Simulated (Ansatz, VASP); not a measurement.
Two plane-wave programs on NaCuH3

Contents of INCAR:

```
SYSTEM = NaCuH3
PREC = Accurate ; ENCUT = 600
EDIFF = 1E-6 ; ISMEAR = 0
SIGMA = 0.1 ; LREAL = .False.
LASPH = .True. ; NELM = 200
ALGO = Normal ; ISIF = 2
LWAVE = .False. ; LCHARG = .True.
LMAXMIX = 4 ; LDAU = .True.
LDAUTYPE = 2 ; LDAUL = -1 2 -1
LDAUU = 0 3 0 ; LDAUJ = 0 0 0
LDAUPRINT = 1 ; GGA = PE
LELF = .True. ; LVHAR = .True.
NBANDS = 18 ; GGA_COMPAT = .False.
```

The input KPOINTS:

```
Automatic mesh
0
Gamma
  10 10 10
  0 0 0
```

The input POSCAR:

```
NaCuH3
1.0
    3.6169330404      0.0000000000      0.0000000000
    0.0000000000      3.6169330404      0.0000000000
    0.0000000000      0.0000000000      3.6169330404
Na Cu H
1 1 3
Direct
    0.0000000000      0.0000000000      0.0000000000
    0.5000000000      0.5000000000      0.5000000000
    0.0000000000      0.5000000000      0.5000000000
    0.5000000000      0.0000000000      0.5000000000
    0.5000000000      0.5000000000      0.0000000000
```

Input for Ansatz:

```yaml
crystal:
  lattice:
    - [3.6169330404, 0.0, 0.0]
    - [0.0, 3.6169330404, 0.0]
    - [0.0, 0.0, 3.6169330404]
  atoms:
    - { symbol: Na, position: [0.0, 0.0, 0.0] }
    - { symbol: Cu, position: [0.5, 0.5, 0.5] }
    - { symbol: H, position: [0.0, 0.5, 0.5] }
    - { symbol: H, position: [0.5, 0.0, 0.5] }
    - { symbol: H, position: [0.5, 0.5, 0.0] }
basis:
  ecutwfc: "58.8 Ry"
kpoints:
  mp_grid: { grid: [10, 10, 10] }
hamiltonian:
  xc: pbe
  hubbard: { sites: [{ species: Cu, l: d, u_eff: 3.0 }], double_counting: fll }
scf:
  occupations: { method: gaussian, width: 0.1 }
  n_extra_bands: 1
output:
  forces: true
  eigenvalues: true
  stress: true
```

Alike in both runs: task single point; functional PBE; k mesh 10 × 10 × 10; occupations gaussian, width 0.1 eV; no spin polarisation; Hubbard terms Cu d U = 3.0 eV.

|  | VASP | Ansatz |
| --- | --- | --- |
| version | VASP 6.6.1 | Ansatz 0.2.0 |
| potentials or method | VASP PAW PBE potentials, release 64 (Na_pv, Cu, H), cutoff 600 eV | scalar-relativistic, plane waves, PAW |
| valence electrons in the cell | 21 | 31 |

```csv
,VASP,Ansatz,Ansatz less VASP
gap on the k mesh at the Fermi level (eV),none,none,-
pressure (GPa),-5.2,-5.0,+0.21
```

The programs project onto different local orbitals, so the same U acts differently, and such runs can settle in different states. A gap of «none» marks a metal or a gap that the smearing closes. VASP's potentials hold 21 valence electrons a cell and Ansatz's 31, so a difference there can come from the potentials and not from the codes. Ansatz's warnings: filled band counts differ across k points.
